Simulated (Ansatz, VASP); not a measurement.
## Two plane-wave programs on TaSb

```
Ta Sb
1.0
     0.00000    2.67513    2.67513
     2.67513    0.00000    2.67513
     2.67513    2.67513    0.00000
Ta Sb
1 1
Direct
  0.00000 0.00000 0.00000
  0.50000 0.50000 0.50000
```

Change from the starting cell: volume scaled by 0.9, PAW files, core large.

Alike in both runs: task single point; functional LDA; k mesh 13 × 13 × 13; occupations fermi-dirac, width 0.05 eV; no spin polarisation.

|  | VASP | Ansatz |
| --- | --- | --- |
| version | VASP 6.6.1 | Ansatz 0.2.0 |
| potentials or method | VASP PAW LDA potentials, release 64 (Ta_pv, Sb) | PAW with other files of Ansatz's library (core large), scalar-relativistic |
| plane-wave cutoff (eV) | 520 | 420 |
| valence electrons in the cell | 16 | 28 |

Ansatz gave:

```
pressure (GPa) : 18.2
```

Which values does VASP return?

Pressure (GPa): 19.1.

LDA's correlation is that of Perdew and Zunger in VASP and of Perdew and Wang (1992) in Ansatz. VASP's potentials hold 16 valence electrons a cell and Ansatz's 28, so a difference there can come from the potentials and not from the codes. Ansatz's warnings: datasets by core.

Neither program's run includes spin-orbit coupling.
